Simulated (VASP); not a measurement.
# Pd (P6_3/mmc) in VASP: notebook, part 3 of 4

VASP 6.6.1.

## Step 4: Single point, BLYP

This run uses another cell than the first one, of 16.41 Å³/atom, 1.002 times its volume.

INCAR reads:

```
SYSTEM = Pd
AGGAC = 1.0 ; AGGAX = 1.0
ALDAC = 0.0 ; ALDAX = 1.0
ALGO = Normal ; EDIFF = 1E-6
ENCUT = 520 ; GGA = B5
ISIF = 2 ; ISMEAR = -1
LASPH = .True. ; LCHARG = .False.
LREAL = .False. ; LWAVE = .False.
NBANDS = 28 ; NELM = 80
PREC = Accurate ; SIGMA = 0.1
```

KPOINTS reads:

```
k-points
0
Gamma
  17 17 5
  0 0 0
```

POSCAR reads:

```
Pd
1.0
    2.8413347738      0.0000000000      0.0000000000
   -1.4206673869      2.4606680947      0.0000000000
    0.0000000000      0.0000000000      9.3867400402
Pd
4
Direct
    0.0000000000      0.0000000000      0.0000000000
    1.0000000000      0.0000000000      0.5000000000
    0.3333333333      0.6666666667      0.2500000000
    0.6666666667      0.3333333333      0.7500000000
```

Potentials or basis: VASP PAW PBE potentials, release 64 (Pd).

Command:

```sh
$ cat potpaw_PBE.64/Pd/POTCAR > POTCAR
$ mpirun -np 1 vasp_std > vasp.out
```

OUTCAR:

```text
SYSTEM = Pd
   EDIFF = 1E-6
   ENCUT = 520
   GGA = B5
   ISIF = 2
   ISMEAR = -1
   LASPH = .True.
   LREAL = .False.
   NELM = 80
   PREC = Accurate

 ion  position               nearest neighbor table
   1  0.000  0.000  0.000-   3 2.86   4 2.86   3 2.86   4 2.86   4 2.86   3 2.86
   2  0.000  0.000  0.500-   3 2.86   4 2.86   3 2.86   4 2.86   4 2.86   3 2.86
   3  0.333  0.667  0.250-   1 2.86   2 2.86   1 2.86   2 2.86   1 2.86   2 2.86
   4  0.667  0.333  0.750-   1 2.86   2 2.86   1 2.86   2 2.86   1 2.86   2 2.86

  LATTYP: Found a hexagonal cell.
 ALAT       =     2.8413347738
 C/A-ratio  =     3.3036374759

  Lattice vectors:

 A1 = (   2.8413347738,   0.0000000000,   0.0000000000)
 A2 = (  -1.4206673869,   2.4606680947,   0.0000000000)
 A3 = (   0.0000000000,   0.0000000000,   9.3867400402)

Analysis of symmetry for initial positions (statically):
=====================================================================
 Subroutine PRICEL returns:
 Original cell was already a primitive cell.

 Routine SETGRP: Setting up the symmetry group for a
 hexagonal supercell.

 Subroutine GETGRP returns: Found 24 space group operations
 (whereof 12 operations were pure point group operations)
 out of a pool of 24 trial point group operations.

The static configuration has the point symmetry D_3d.
 The point group associated with its full space group is D_6h.

Analysis of symmetry for dynamics (positions and initial velocities):
=====================================================================
 Subroutine PRICEL returns:
 Original cell was already a primitive cell.

 Routine SETGRP: Setting up the symmetry group for a
 hexagonal supercell.

 Subroutine GETGRP returns: Found 24 space group operations
 (whereof 12 operations were pure point group operations)
 out of a pool of 24 trial point group operations.

The dynamic configuration has the point symmetry D_3d.
 The point group associated with its full space group is D_6h.

 Subroutine INISYM returns: Found 24 space group operations
 (whereof 12 operations are pure point group operations),
 and found     1 'primitive' translations

----------------------------------------------------------------------------------------

                                     Primitive cell

  volume of cell :      65.6282

  direct lattice vectors                    reciprocal lattice vectors
     2.841334774  0.000000000  0.000000000     0.351947264  0.203196848  0.000000000
    -1.420667387  2.460668095  0.000000000     0.000000000  0.406393695  0.000000000
     0.000000000  0.000000000  9.386740040     0.000000000  0.000000000  0.106533258

  length of vectors
     2.841334774  2.841334774  9.386740040     0.406393695  0.406393695  0.106533258

  position of ions in fractional coordinates (direct lattice)
     0.000000000  0.000000000  0.000000000
     0.000000000  0.000000000  0.500000000
     0.333333333  0.666666667  0.250000000
     0.666666667  0.333333333  0.750000000

  ion indices of the primitive-cell ions
   primitive index   ion index
                 1           1
                 2           2
                 3           3
                 4           4

----------------------------------------------------------------------------------------

 KPOINTS: k-points

Automatic generation of k-mesh.
 Grid dimensions read from file:
 generate k-points for:   17   17    5

 Generating k-lattice:

  Cartesian coordinates                     Fractional coordinates (reciprocal lattice)
     0.020702780  0.011952756  0.000000000     0.058823529  0.000000000  0.000000000
     0.000000000  0.023905511  0.000000000     0.000000000  0.058823529  0.000000000
     0.000000000  0.000000000  0.021306652     0.000000000  0.000000000  0.200000000

  Length of vectors
     0.023905511  0.023905511  0.021306652

  Shift w.r.t. Gamma in fractional coordinates (k-lattice)
     0.000000000  0.000000000  0.000000000

 Subroutine IBZKPT returns following result:
 ===========================================

 Found     99 irreducible k-points:

 Following reciprocal coordinates:
            Coordinates               Weight
  0.000000  0.000000  0.000000      1.000000
  0.058824 -0.000000  0.000000      6.000000
  0.117647 -0.000000  0.000000      6.000000
  0.176471 -0.000000  0.000000      6.000000
  0.235294 -0.000000  0.000000      6.000000
  0.294118 -0.000000  0.000000      6.000000
[... 16 lines left out ...]
  0.411765  0.117647  0.000000     12.000000
  0.176471  0.176471  0.000000      6.000000
 [... further k-points ...]
   k-points           NKPTS =     99   k-points in BZ     NKDIM =     99   number of bands    NBANDS=     28
   number of dos      NEDOS =    301   number of ions     NIONS =      4
   total plane-waves  NPLWV =  40320
   dimension x,y,z NGX =    24 NGY =   24 NGZ =   70
   dimension x,y,z NGXF=    48 NGYF=   48 NGZF=  140
   ions per type =               4
   NGX,Y,Z   is equivalent  to a cutoff of  14.04, 14.04, 12.40 a.u.
   NGXF,Y,Z  is equivalent  to a cutoff of  28.08, 28.08, 24.80 a.u.
 SYSTEM =  Pd
   PREC   = accura    normal or accurate (medium, high low for compatibility)
   ISTART =      0    job   : 0-new  1-cont  2-samecut
   ICHARG =      2    charge: 1-file 2-atom 10-const
   ISPIN  =      1    spin polarized calculation?
   LNONCOLLINEAR =      F non collinear calculations
   LSORBIT =      F    spin-orbit coupling
   LASPH  =      T    aspherical Exc in radial PAW
   ENCUT  =  520.0 eV  38.22 Ry    6.18 a.u.   5.28  5.28 17.45*2*pi/ulx,y,z
   NELM   =     80;   NELMIN=  2; NELMDL= -5     # of ELM steps
   EDIFF  = 0.1E-05   stopping-criterion for ELM
   LREAL  =      F    real-space projection
   EDIFFG = 0.1E-04   stopping-criterion for IOM
   NSW    =      0    number of steps for IOM
   IBRION =     -1    ionic relax: 0-MD 1-quasi-New 2-CG
   NFREE  =      0    steps in history (QN), initial steepest desc. (CG)
   ISIF   =      2    stress and relaxation
   ISYM   =      2    0-nonsym 1-usesym 2-fastsym
   POTIM  = 0.5000    time-step for ionic-motion
   TEBEG  =    0.0;   TEEND  =   0.0 temperature during run
   PSTRESS=    0.0 pullay stress
   NELECT =      40.0000    total number of electrons
   NUPDOWN=      -1.0000    fix difference up-down
   EMIN   =  10.00;   EMAX   =-10.00  energy-range for DOS
   EFERMI =   0.00;   METHOD = LEGACY
   ISMEAR =    -1;   SIGMA  =   0.10  broadening in eV -4-tet -1-fermi 0-gaus
   EFERMI_NEDOS =   21; number of points for ismear=-14 and -15
   IALGO  =     38    algorithm
   IMIX   =      4    mixing-type and parameters
     AMIX     =   0.40;   BMIX     =  1.00
     AMIX_MAG =   1.60;   BMIX_MAG =  1.00
  volume/ion in A,a.u.               =      16.41       110.72
  Fermi-wavevector in a.u.,A,eV,Ry     =   1.388028  2.622992 26.213263  1.926620
  Thomas-Fermi vector in A             =   2.512193
   LORBIT       =      0    0 simple, 1 ext, 2 COOP (PROOUT), +10 PAW based schemes
   GGA     = B5    functional components
   LHFCALC =     F    Hartree Fock is set to
   AEXX    =    0.0000 exact exchange contribution
   IVDW    =     0    specifies the selected vdW correction
   LEPSILON=     F    determine dielectric tensor
   LRPA    =     F    only Hartree local field effects (RPA)
 non-spin polarized calculation
  energy-cutoff  :      520.00
  volume of cell :       65.63
 maximum number of plane-waves:      1786
 NGX is ok and might be reduce to    24
   NGX = 11   NGY = 11   NGZ = 35

 number of electron      39.9999984 magnetization

 Free energy of the ion-electron system (eV)
  ---------------------------------------------------
  ext. energy  EPLUGINS =         0.00000000
  ---------------------------------------------------
  free energy    TOTEN  =       -17.62596726 eV

  energy without entropy =      -17.33715296  energy(sigma->0) =      -17.48156011

 E-fermi :   8.6189     XC(G=0): -11.9126

 val. band max:        8.6147783163   @ k =   0.2941   0.2353   0.2000
 cond. band min:       8.6194131781   @ k =   0.4706  -0.0000   0.2000
 fundamental gap:      0.0046348618
 Fermi energy:         8.6189349955

 k-point     1 :       0.0000    0.0000    0.0000
  band No.  band energies     occupation
      1       2.3827      2.00000
      2       3.9021      2.00000
      3       3.9087      2.00000
      4       4.0968      2.00000
      5       6.1291      2.00000
      6       6.1673      2.00000
[... 20 lines left out ...]
     27      22.1890      0.00000
[... 691 lines left out ...]
      6       5.3417      2.00000
[... 20 lines left out ...]
     27      20.4893      0.00000
     28      22.1405      0.00000

 [... further k-points ...]
[... 5 lines left out ...]
  --------------------------------------------------------------------------------------
  -------------------------------------------------------------------------------------
  Total        0.1733651      0.1733651     -0.0129490     -0.0000000      0.0000000     -0.0000000
  in kB        4.2323535      4.2323535     -0.3161238     -0.0000000      0.0000000     -0.0000000
  external PRESSURE =       2.7161944 kB  Pullay stress =       0.0000000 kB

 VOLUME and BASIS-vectors are now :
 -----------------------------------------------------------------------------
  energy-cutoff  :      520.00
  volume of cell :       65.63
      direct lattice vectors                 reciprocal lattice vectors
     2.841334774  0.000000000  0.000000000     0.351947264  0.203196848  0.000000000
    -1.420667387  2.460668095  0.000000000     0.000000000  0.406393695  0.000000000
     0.000000000  0.000000000  9.386740040     0.000000000  0.000000000  0.106533258

 POSITION                                       TOTAL-FORCE (eV/Angst)
 -----------------------------------------------------------------------------------
      0.00000      0.00000      0.00000        -0.000000     -0.000000     -0.000000
      0.00000      0.00000      4.69337        -0.000000     -0.000000     -0.000000
     -0.00000      1.64045      2.34669         0.000000      0.000000     -0.000000
      1.42067      0.82022      7.04006        -0.000000     -0.000000      0.000000
 -----------------------------------------------------------------------------------
    total drift:                               -0.000000      0.000000      0.000000

  FREE ENERGIE OF THE ION-ELECTRON SYSTEM (eV)
  ---------------------------------------------------
  free  energy   TOTEN  =       -17.6259672602 eV

  energy  without entropy=      -17.3371529568  energy(sigma->0) =      -17.48156011
```

OSZICAR:

```text
N       E                     dE             d eps       ncg     rms          rms(c)
DAV:   1     0.260329971229E+03    0.26033E+03   -0.20015E+04  5544   0.138E+03
DAV:   2    -0.116992915585E+02   -0.27203E+03   -0.25901E+03  5832   0.314E+02
DAV:   3    -0.184255990367E+02   -0.67263E+01   -0.65810E+01  6284   0.527E+01
DAV:   4    -0.184901058177E+02   -0.64507E-01   -0.64472E-01  6084   0.505E+00
DAV:   5    -0.184913340114E+02   -0.12282E-02   -0.12282E-02  6144   0.754E-01    0.111E+01
DAV:   6    -0.176574904618E+02    0.83384E+00   -0.27287E+00  6004   0.125E+01    0.516E+00
DAV:   7    -0.176651254195E+02   -0.76350E-02   -0.24463E-01  5932   0.385E+00    0.314E+00
DAV:   8    -0.177793213032E+02   -0.11420E+00   -0.14636E+00  5864   0.959E+00    0.404E+00
DAV:   9    -0.176265603093E+02    0.15276E+00   -0.51018E-01  5808   0.629E+00    0.249E-01
DAV:  10    -0.176260448845E+02    0.51542E-03   -0.76001E-03  5964   0.592E-01    0.103E-01
DAV:  11    -0.176260066694E+02    0.38215E-04   -0.82501E-05  6164   0.656E-02    0.811E-02
DAV:  12    -0.176259670556E+02    0.39614E-04   -0.11682E-04  6060   0.760E-02    0.162E-02
DAV:  13    -0.176259678491E+02   -0.79353E-06   -0.15432E-05  6164   0.277E-02    0.120E-02
DAV:  14    -0.176259672602E+02    0.58890E-06   -0.49557E-06  4188   0.158E-02
   1 F= -.17625967E+02 E0= -.17481560E+02  d E =-.288814E+00
```

It took 85 s on 1 thread of Intel Xeon Platinum 8559C (Emerald Rapids), shared host; peak memory 0.27 GiB.

Results:

| Property | Result |
| --- | --- |
| Free energy | -17.6260 eV |
| Pressure | 0.3 GPa |
| Band gap on the k mesh | zero (band 20 reaches 8.77 eV, above the bottom of band 21 at 7.98 eV) |

Stress tensor (GPa, compression positive):
```
 0.42  0.00  0.00
 0.00  0.42  0.00
 0.00  0.00 -0.03
```

Levels at points of the mesh, in eV from the Fermi level:
| k point | band 17 | band 18 | band 19 | band 20 | band 21 | band 22 | band 23 | band 24 |
| --- | --- | --- | --- | --- | --- | --- | --- | --- |
| (0.00, 0.00, 0.00) | -1.32 | -0.92 | -0.92 | -0.64 | -0.64 | -0.15 | -0.15 | 1.36 |

Caveat: the PAW data sets were made with another functional, which shifts forces and pressure a little.

(Part 3 of 4 ends here.)
